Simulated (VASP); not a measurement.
Crystal: Zn3S5.

```
Zn S
1.0
     3.85000    0.00000    0.00000
    -1.92500    3.33420    0.00000
     0.00000    0.00000   13.65000
Zn S
3 5
Direct
  0.00000 0.00000 0.00000
  0.33333 0.66667 0.23100
  0.66667 0.33333 0.61500
  0.00000 0.00000 0.17200
  0.66667 0.33333 0.78800
  0.66667 0.33333 0.94100
  0.33333 0.66667 0.40300
  0.33333 0.66667 0.55700
```

- Program: VASP 6.6.1
- Task: relaxation of cell and atoms
- Functional: PBE
- Potentials or basis: VASP PAW PBE potentials, release 64 (Zn, S)
- Cutoff: 600 eV
- k mesh: 5 × 5 × 2
- Occupations: gaussian, width 0.2 eV
- Spin: no spin polarisation

At the start: pressure 0.5 GPa; volume 21.90 Å³/atom.

Task: Where does the relaxation end?

Result: Over 9 steps the energy falls by 8.5 meV/atom and the volume is 22.36 Å³/atom (+2.1 %); space group P3m1 (No. 156, to 0.1 Å) before and after.

Step by step:
```tsv
step	energy change (eV)	largest force (eV/Å)	pressure (GPa)	volume (Å³)
1	0.0000	0.4145	0.46	175.22
2	-0.0411	0.3083	0.40	176.81
3	-0.0426	0.3618	0.43	177.17
4	-0.0573	0.1712	-0.20	179.37
5	-0.0584	0.1790	-0.42	180.17
6	-0.0649	0.1483	-0.12	179.31
7	-0.0663	0.1307	0.07	178.78
8	-0.0664	0.1280	0.12	178.69
9	-0.0681	0.0741	-0.03	178.90
```

Final structure:
```
Zn S
1.0
     3.93481    0.00000    0.00000
    -1.96740    3.40764    0.00000
     0.00000    0.00000   13.34242
Zn S
3 5
Direct
  0.00000 0.00000 0.99857
  0.33333 0.66667 0.22871
  0.66667 0.33333 0.61232
  0.00000 0.00000 0.17680
  0.66667 0.33333 0.78592
  0.66667 0.33333 0.94111
  0.33333 0.66667 0.40506
  0.33333 0.66667 0.55852
```

Caveat: the k points lie up to 0.37 Å⁻¹ apart in the final cell; the relaxation stopped at a loose force limit of 0.08 eV/Å, so its end isn't a converged minimum.
